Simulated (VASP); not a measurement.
# ZnSe (rocksalt type) (Fm-3m) in VASP: notebook

The runs below take ZnSe (rocksalt type) through single point, relaxation of cell and atoms, with PBE.

Everything below comes from runs of VASP 6.6.1. Logs are shortened: lines on timing, memory, paths and dates and some standing lists are left out, and cuts for length are marked.

## Step 1: The cell of the first run

The structure is cubic, space group Fm-3m (No. 225). Conventional cell: a = 4.580 Å, b = 4.580 Å, c = 4.580 Å, α = 90.00°, β = 90.00°, γ = 90.00°. Within 3.0 Å of Zn (site symmetry m-3m) lie 6 Se at 2.29 Å. Se (site symmetry m-3m) has 6 Zn at 2.29 Å within 3.0 Å.

## Step 2: Single point, PBE

INCAR reads:

```
SYSTEM = ZnSe
ALGO = Normal
EDIFF = 1E-6
ENCUT = 520
GGA = PE
ISIF = 2
ISMEAR = -1
LASPH = .True.
LCHARG = .False.
LREAL = .False.
LWAVE = .False.
NBANDS = 16
NELM = 80
PREC = Accurate
SIGMA = 0.1
```

KPOINTS reads:

```
k-points
0
Gamma
  16 16 16
  0 0 0
```

POSCAR reads:

```
ZnSe
1.0
    0.0000000000      2.2899353264      2.2899353264
    2.2899353264      0.0000000000      2.2899353264
    2.2899353264      2.2899353264      0.0000000000
Zn Se
1 1
Direct
    0.0000000000      0.0000000000      0.0000000000
    0.5000000000      0.5000000000      0.5000000000
```

Potentials or basis: VASP PAW PBE potentials, release 64 (Zn, Se).

Command:

```console
$ cat potpaw_PBE.64/Zn/POTCAR potpaw_PBE.64/Se/POTCAR > POTCAR
$ mpirun -np 1 vasp_std > vasp.out
```

OUTCAR:

```text
SYSTEM = ZnSe
   EDIFF = 1E-6
   ENCUT = 520
   GGA = PE
   ISIF = 2
   ISMEAR = -1
   LASPH = .True.
   LREAL = .False.
   NELM = 80
   PREC = Accurate

 ion  position               nearest neighbor table
   1  0.000  0.000  0.000-   2 2.29   2 2.29   2 2.29   2 2.29   2 2.29   2 2.29
   2  0.500  0.500  0.500-   1 2.29   1 2.29   1 2.29   1 2.29   1 2.29   1 2.29

  LATTYP: Found a face centered cubic cell.
 ALAT       =     4.5798706528

  Lattice vectors:

 A1 = (   0.0000000000,   2.2899353264,   2.2899353264)
 A2 = (   2.2899353264,   0.0000000000,   2.2899353264)
 A3 = (   2.2899353264,   2.2899353264,   0.0000000000)

Analysis of symmetry for initial positions (statically):
=====================================================================
 Subroutine PRICEL returns:
 Original cell was already a primitive cell.

 Routine SETGRP: Setting up the symmetry group for a
 face centered cubic supercell.

 Subroutine GETGRP returns: Found 48 space group operations
 (whereof 48 operations were pure point group operations)
 out of a pool of 48 trial point group operations.

The static configuration has the point symmetry O_h .

Analysis of symmetry for dynamics (positions and initial velocities):
=====================================================================
 Subroutine PRICEL returns:
 Original cell was already a primitive cell.

 Routine SETGRP: Setting up the symmetry group for a
 face centered cubic supercell.

 Subroutine GETGRP returns: Found 48 space group operations
 (whereof 48 operations were pure point group operations)
 out of a pool of 48 trial point group operations.

The dynamic configuration has the point symmetry O_h .

 Subroutine INISYM returns: Found 48 space group operations
 (whereof 48 operations are pure point group operations),
 and found     1 'primitive' translations

----------------------------------------------------------------------------------------

                                     Primitive cell

  volume of cell :      24.0159

  direct lattice vectors                    reciprocal lattice vectors
     0.000000000  2.289935326  2.289935326    -0.218346778  0.218346778  0.218346778
     2.289935326  0.000000000  2.289935326     0.218346778 -0.218346778  0.218346778
     2.289935326  2.289935326  0.000000000     0.218346778  0.218346778 -0.218346778

  length of vectors
     3.238457596  3.238457596  3.238457596     0.378187713  0.378187713  0.378187713

[... 79 lines left out ...]
   NELM   =     80;   NELMIN=  2; NELMDL= -5     # of ELM steps
   EDIFF  = 0.1E-05   stopping-criterion for ELM
   LREAL  =      F    real-space projection
   EDIFFG = 0.1E-04   stopping-criterion for IOM
   NSW    =      0    number of steps for IOM
   IBRION =     -1    ionic relax: 0-MD 1-quasi-New 2-CG
   NFREE  =      0    steps in history (QN), initial steepest desc. (CG)
   ISIF   =      2    stress and relaxation
   ISYM   =      2    0-nonsym 1-usesym 2-fastsym
   POTIM  = 0.5000    time-step for ionic-motion
   TEBEG  =    0.0;   TEEND  =   0.0 temperature during run
   PSTRESS=    0.0 pullay stress
   NELECT =      18.0000    total number of electrons
   NUPDOWN=      -1.0000    fix difference up-down
   EMIN   =  10.00;   EMAX   =-10.00  energy-range for DOS
   EFERMI =   0.00;   METHOD = LEGACY
   ISMEAR =    -1;   SIGMA  =   0.10  broadening in eV -4-tet -1-fermi 0-gaus
   EFERMI_NEDOS =   21; number of points for ismear=-14 and -15
   IALGO  =     38    algorithm
   IMIX   =      4    mixing-type and parameters
     AMIX     =   0.40;   BMIX     =  1.00
     AMIX_MAG =   1.60;   BMIX_MAG =  1.00
  volume/ion in A,a.u.               =      12.01        81.03
  Fermi-wavevector in a.u.,A,eV,Ry     =   1.487074  2.810162 30.087757  2.211388
  Thomas-Fermi vector in A             =   2.600280
   LORBIT       =      0    0 simple, 1 ext, 2 COOP (PROOUT), +10 PAW based schemes
   GGA     = PE    functional components
   LHFCALC =     F    Hartree Fock is set to
   AEXX    =    0.0000 exact exchange contribution
   IVDW    =     0    specifies the selected vdW correction
   LEPSILON=     F    determine dielectric tensor
   LRPA    =     F    only Hartree local field effects (RPA)
 non-spin polarized calculation
  energy-cutoff  :      520.00
  volume of cell :       24.02
 maximum number of plane-waves:       660
   NGX = 13   NGY = 13   NGZ = 13

 number of electron      18.0000018 magnetization

 Free energy of the ion-electron system (eV)
  ---------------------------------------------------
  ext. energy  EPLUGINS =         0.00000000
  ---------------------------------------------------
  free energy    TOTEN  =        -2.42158267 eV

  energy without entropy =       -2.40843827  energy(sigma->0) =       -2.41501047

 E-fermi :   9.0304     XC(G=0): -12.8558

 val. band max:        9.0096830235   @ k =   0.5000   0.3750   0.0000
 cond. band min:       9.0306187562   @ k =  -0.3125   0.1250   0.0000
 fundamental gap:      0.0209357327
 Fermi energy:         9.0304287704

 k-point     1 :       0.0000    0.0000    0.0000
  band No.  band energies     occupation
      1      -9.6231      2.00000
      2       0.3645      2.00000
      3       0.3645      2.00000
      4       0.3645      2.00000
      5       0.3665      2.00000
      6       0.3665      2.00000
[... 433 lines left out ...]
      3       0.2992      2.00000
      4       0.3221      2.00000
      5       0.3867      2.00000
      6       0.4110      2.00000
[... 8 lines left out ...]
     15      20.0689      0.00000
     16      20.7820      0.00000

 [... further k-points ...]

------------------------ aborting loop because EDIFF is reached ----------------------------------------

  FORCE on cell =-STRESS in cart. coord.  units (eV):
  Direction    XX          YY          ZZ          XY          YZ          ZX
  --------------------------------------------------------------------------------------
  -------------------------------------------------------------------------------------
  Total       15.2597638     15.2597638     15.2597638     -0.0000000     -0.0000000      0.0000000
  in kB     1018.0257130   1018.0257130   1018.0257130     -0.0000000     -0.0000000      0.0000000
  external PRESSURE =    1018.0257130 kB  Pullay stress =       0.0000000 kB

 VOLUME and BASIS-vectors are now :
 -----------------------------------------------------------------------------
  energy-cutoff  :      520.00
  volume of cell :       24.02
      direct lattice vectors                 reciprocal lattice vectors
     0.000000000  2.289935326  2.289935326    -0.218346778  0.218346778  0.218346778
     2.289935326  0.000000000  2.289935326     0.218346778 -0.218346778  0.218346778
     2.289935326  2.289935326  0.000000000     0.218346778  0.218346778 -0.218346778

 POSITION                                       TOTAL-FORCE (eV/Angst)
 -----------------------------------------------------------------------------------
      0.00000      0.00000      0.00000         0.000000     -0.000000     -0.000000
      2.28994      2.28994      2.28994        -0.000000      0.000000      0.000000
 -----------------------------------------------------------------------------------
    total drift:                                0.000000     -0.000000     -0.000000

  FREE ENERGIE OF THE ION-ELECTRON SYSTEM (eV)
  ---------------------------------------------------
  free  energy   TOTEN  =        -2.4215826717 eV

  energy  without entropy=       -2.4084382690  energy(sigma->0) =       -2.41501047
```

OSZICAR:

```text
N       E                     dE             d eps       ncg     rms          rms(c)
DAV:   1     0.897093843412E+02    0.89709E+02   -0.91516E+03  4744   0.159E+03
DAV:   2     0.135042812339E+01   -0.88359E+02   -0.83233E+02  5232   0.281E+02
DAV:   3    -0.278669720449E+01   -0.41371E+01   -0.41123E+01  5808   0.575E+01
DAV:   4    -0.280690564512E+01   -0.20208E-01   -0.20207E-01  5416   0.393E+00
DAV:   5    -0.280696271815E+01   -0.57073E-04   -0.57073E-04  5784   0.219E-01    0.128E+01
DAV:   6    -0.246696299867E+01    0.34000E+00   -0.59276E-01  6120   0.309E+01    0.888E+00
DAV:   7    -0.242559389895E+01    0.41369E-01   -0.21539E-01  5752   0.568E+00    0.328E+00
DAV:   8    -0.242248421602E+01    0.31097E-02   -0.70032E-03  7032   0.241E+00    0.508E-01
DAV:   9    -0.242159042496E+01    0.89379E-03   -0.22123E-03  5608   0.443E-01    0.690E-02
DAV:  10    -0.242157556152E+01    0.14863E-04   -0.14070E-04  5840   0.153E-01    0.492E-02
DAV:  11    -0.242158214308E+01   -0.65816E-05   -0.85839E-06  5536   0.259E-02    0.163E-02
DAV:  12    -0.242158267166E+01   -0.52858E-06   -0.22578E-06  5568   0.218E-02
   1 F= -.24215827E+01 E0= -.24150105E+01  d E =-.131444E-01
```

It took 33 s on 1 thread of AMD EPYC 7R13 (Zen 3), shared host; peak memory 0.15 GiB.

What came out:

| Property | Result |
| --- | --- |
| Free energy | -2.4216 eV |
| Pressure | 101.8 GPa |
| Band gap on the k mesh | zero (bands 9 and 10 overlap by 1.43 eV) |

Levels at points of the mesh, in eV from the Fermi level:
```
           k point  band 7  band 8  band 9  band 10  band 11  band 12
(0.00, 0.00, 0.00)   -1.09   -1.09   -1.09     4.88     8.43     8.43
(0.50, 0.00, 0.00)   -7.56   -0.03   -0.03     3.19     4.29     4.29
(0.50, 0.50, 0.00)   -7.13   -4.85   -4.85    -1.24     3.46    15.67
```

Caveat: the cell stands under pressure.

## Step 3: Single point, PBE

INCAR reads:

```
ALGO = Normal
EDIFF = 1E-6
ENCUT = 520
GGA = PE
ISIF = 2
ISMEAR = -1
LASPH = T
LCHARG = F
LREAL = F
LWAVE = F
NBANDS = 16
NELM = 60
PREC = Accurate
SIGMA = 0.1
```

KPOINTS reads:

```
k-points
0
Gamma
  16 16 16
```

POSCAR is that of step 2.

Potentials or basis: VASP PAW PBE potentials, release 64 (Zn, Se).

Command:

```console
$ cat potpaw_PBE.64/Zn/POTCAR potpaw_PBE.64/Se/POTCAR > POTCAR
$ mpirun -np 1 vasp_std > vasp.out
```

It took 32 s on 1 thread of AMD EPYC 7R13 (Zen 3), shared host; peak memory 0.15 GiB.

Results (log left out):

```yaml
Free_energy: -2.4216 eV
Pressure: 101.8 GPa
Band_gap_on_the_k_mesh: zero (bands 9 and 10 overlap by 1.43 eV)
```

Levels at points of the mesh, in eV from the Fermi level:
| k point | band 6 | band 7 | band 8 | band 9 | band 10 | band 11 | band 12 | band 13 |
| --- | --- | --- | --- | --- | --- | --- | --- | --- |
| (0.00, 0.00, 0.00) | -8.66 | -1.09 | -1.09 | -1.09 | 4.88 | 8.43 | 8.43 | 8.43 |
| (0.50, 0.00, 0.00) | -8.30 | -7.56 | -0.03 | -0.03 | 3.19 | 4.29 | 4.29 | 9.44 |
| (0.50, 0.50, 0.00) | -8.17 | -7.13 | -4.85 | -4.85 | -1.24 | 3.46 | 15.67 | 15.67 |

Caveat: the cell stands under pressure.

## Step 4: Relaxation of cell and atoms, PBE, target pressure 100 GPa, at which the enthalpy is minimised

INCAR reads:

```
SYSTEM = ZnSe
PREC = Accurate
ENCUT = 600
EDIFF = 1E-6
ISMEAR = -1
SIGMA = 0.1
LREAL = .FALSE.
LASPH = .TRUE.
NELM = 80
ALGO = Normal
ISIF = 3
LWAVE = .FALSE.
LCHARG = .FALSE.
GGA = PE
IBRION = 2
NSW = 60
EDIFFG = -0.005
PSTRESS = 1000.0
```

KPOINTS reads:

```
Automatic mesh
0
G
  16 16 16
  0 0 0
```

POSCAR reads:

```
ZnSe
1.0
    0.0000000000      2.2885055537      2.2885055537
    2.2885055537      0.0000000000      2.2885055537
    2.2885055537      2.2885055537      0.0000000000
Zn Se
1 1
Direct
    0.0000000000      0.0000000000      0.0000000000
    0.5000000000      0.5000000000      0.5000000000
```

Command:

```console
$ cat potpaw_PBE.64/Zn/POTCAR potpaw_PBE.64/Se/POTCAR > POTCAR
$ mpirun -np 1 vasp_std > vasp.out
```

Run time: 96 s. Hardware: 1 thread of AMD EPYC 7R13 (Zen 3), shared host; peak memory 0.19 GiB.

Results (log left out):

```
Free energy                                                : -2.4827 eV
Relaxed volume                                             : 12.06 Å³/atom
Relaxed cell                                               : a = 3.243 Å, b = 3.243 Å, c = 3.243 Å, α = 60.00°, β = 60.00°, γ = 60.00°
Space group after relaxing (to 0.1 Å)                      : Fm-3m (No. 225)
Energy change on relaxing (the run minimises the enthalpy) : -44.9 meV/atom
Ionic steps                                                : 3
Pressure after relaxing                                    : 100.0 GPa
Band gap on the k mesh                                     : zero (bands 9 and 10 overlap by 1.42 eV)
```

Step by step:
```
step  energy change (eV)  largest force (eV/Å)  pressure (GPa)  volume (Å³)
   1              0.0000                0.0000          102.60        23.97
   2             -0.4100                0.0000           90.65        24.65
   3             -0.0898                0.0000          100.00        24.11
```

Final structure:
```
Zn Se
1.0
     0.00000    2.29302    2.29302
     2.29302    0.00000    2.29302
     2.29302    2.29302    0.00000
Zn Se
1 1
Direct
  0.00000 0.00000 0.00000
  0.50000 0.50000 0.50000
```

Levels at points of the mesh, in eV from the Fermi level:
| k point | band 7 | band 8 | band 9 | band 10 | band 11 | band 12 |
| --- | --- | --- | --- | --- | --- | --- |
| (0.00, 0.00, 0.00) | -1.08 | -1.08 | -1.08 | 4.83 | 8.43 | 8.43 |
| (0.50, 0.00, 0.00) | -7.54 | -0.03 | -0.03 | 3.19 | 4.30 | 4.30 |
| (0.50, 0.50, 0.00) | -7.11 | -4.82 | -4.82 | -1.24 | 3.48 | 15.63 |

Caveat: the cell is relaxed towards a set pressure, so the run minimises the enthalpy, not the energy.

## Step 5: Relaxation of cell and atoms, PBE, target pressure 100 GPa, at which the enthalpy is minimised

INCAR reads:

```
SYSTEM = ZnSe
ALGO     = Normal         ! electronic algorithm
EDIFF    = 1E-7           ! SCF threshold, eV
EDIFFG   = -0.005         ! ionic threshold
ENCUT    = 600            ! plane-wave cutoff, eV
GGA      = PE             ! functional
IBRION   = 2              ! ionic algorithm
ISIF     = 3              ! what is computed and relaxed
ISMEAR   = -1             ! smearing method
LASPH    = .TRUE.         ! aspherical terms in the spheres
LCHARG   = .FALSE.        ! write CHGCAR
LREAL    = .FALSE.        ! projectors in reciprocal space
LWAVE    = .FALSE.        ! write WAVECAR
NELM     = 100            ! most SCF steps
NSW      = 32             ! ionic steps
PREC     = Accurate       ! precision mode
PSTRESS  = 1000.0       
SIGMA    = 0.1            ! smearing width, eV
```

KPOINTS reads:

```
k-points
0
G
  16 16 16
  0 0 0
```

POSCAR reads:

```
ZnSe
1.0
    0.0000000000      2.2899353264      2.2899353264
    2.2899353264      0.0000000000      2.2899353264
    2.2899353264      2.2899353264      0.0000000000
Zn Se
1 1
Direct
    0.0000000000      0.0000000000      0.0000000000
    0.5000000000      0.5000000000      0.5000000000
```

Command:

```console
$ cat potpaw_PBE.64/Zn/POTCAR potpaw_PBE.64/Se/POTCAR > POTCAR
$ mpirun -np 1 vasp_std > vasp.out
```

Wall time 1.7 min (1 thread of AMD EPYC 7R13 (Zen 3), shared host); peak memory 0.18 GiB.

The run converged. Its results:

```
Free energy                                                : -2.4827 eV
Relaxed volume                                             : 12.06 Å³/atom
Relaxed cell                                               : a = 3.243 Å, b = 3.243 Å, c = 3.243 Å, α = 60.00°, β = 60.00°, γ = 60.00°
Space group after relaxing (to 0.1 Å)                      : Fm-3m (No. 225)
Energy change on relaxing (the run minimises the enthalpy) : -30.6 meV/atom
Ionic steps                                                : 3
Pressure after relaxing                                    : 100.0 GPa
Band gap on the k mesh                                     : zero (bands 9 and 10 overlap by 1.42 eV)
```

The path:
| step | energy change (eV) | largest force (eV/Å) | pressure (GPa) | volume (Å³) |
| --- | --- | --- | --- | --- |
| 1 | 0.0000 | 0.0000 | 101.79 | 24.02 |
| 2 | -0.2850 | 0.0000 | 93.45 | 24.48 |
| 3 | -0.0611 | 0.0000 | 100.01 | 24.11 |

Final structure:
```xyz
2
Lattice="0.0000 2.2930 2.2930 2.2930 0.0000 2.2930 2.2930 2.2930 0.0000" Properties=species:S:1:pos:R:3 pbc="T T T"
Zn    0.0000    0.0000    0.0000
Se    2.2930    2.2930    2.2930
```

Levels at points of the mesh, in eV from the Fermi level:
```
           k point  band 6  band 7  band 8  band 9  band 10  band 11  band 12  band 13
(0.00, 0.00, 0.00)   -8.64   -1.08   -1.08   -1.08     4.83     8.43     8.43     8.43
(0.50, 0.00, 0.00)   -8.27   -7.54   -0.03   -0.03     3.19     4.30     4.30     9.42
(0.50, 0.50, 0.00)   -8.15   -7.11   -4.82   -4.82    -1.24     3.48    15.63    15.63
```

Caveat: the cell is relaxed towards a set pressure, so the run minimises the enthalpy, not the energy.

## Step 6: Overview

```tsv
task	cell	cutoff (eV)	gap on the mesh (eV)	pressure (GPa)
single point	a = 3.238 Å, angles 60.0°, 2 atoms	520	none	101.8
relaxation of cell and atoms	relaxed to 100 GPa from a = 3.236 Å, angles 60.0°, 2 atoms	600	none	100.0
relaxation of cell and atoms	relaxed to 100 GPa from a = 3.238 Å, angles 60.0°, 2 atoms	600	none	100.0
```

Alike in all rows: level PBE; potentials or basis VASP PAW PBE potentials, release 64 (Zn, Se); no spin polarisation; k mesh 16 × 16 × 16; smearing fermi-dirac 0.1 eV.

Caveats: the cell is relaxed towards a set pressure, so the run minimises the enthalpy, not the energy (at least some runs); the cell stands under pressure (at least some runs).

Total energies depend on the potentials used, so only differences within one code and one set of settings carry meaning.

The gap in the log of VASP goes by the Fermi energy; the results here count the filled bands.